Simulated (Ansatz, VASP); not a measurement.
**One calculation of Cd5HgSe6, two programs**

```
Cd Hg Se
1.0
     4.39002    0.00000    0.00000
    -2.19501    3.80187    0.00000
     0.00000    0.00000   21.48880
Cd Hg Se
5 1 6
Direct
  0.00000 0.00000 0.99946
  0.33333 0.66667 0.83325
  0.66667 0.33333 0.66706
  0.00000 0.00000 0.50069
  0.66667 0.33333 0.16554
  0.33333 0.66667 0.33371
  0.33333 0.66667 0.95815
  0.66667 0.33333 0.79196
  0.00000 0.00000 0.62572
  0.33333 0.66667 0.45962
  0.66667 0.33333 0.29047
  0.00000 0.00000 0.12437
```

Alike in both runs: task single point; functional PBE; k mesh 6 × 6 × 1; occupations gaussian, width 0.2 eV; no spin polarisation.

```csv
,VASP,Ansatz
version,VASP 6.6.1,Ansatz 0.2.0
potentials or method,"VASP PAW PBE potentials, release 64 (Cd, Hg, Se), cutoff 520 eV","scalar-relativistic, plane waves, PAW"
valence electrons in the cell,108,216
```

Ansatz gave:

| Property | Result |
| --- | --- |
| gap on the k mesh at the Fermi level (eV) | none |
| pressure (GPa) | 0.0 |
| rms of the force components (eV/Å) | 0.005 |

Q: Which values does VASP return?

A: gap on the k mesh at the Fermi level (eV): none; pressure (GPa): 0.3; rms of the force components (eV/Å): 0.005.

Atom by atom the forces differ by 0.000 eV/Å (rms over components). A gap of «none» marks a metal or a gap that the smearing closes. The functional is the same, so the differences come from potentials, cutoffs and numerics. VASP's potentials hold 108 valence electrons a cell and Ansatz's 216, so a difference there can come from the potentials and not from the codes.

Spin-orbit coupling is off throughout.
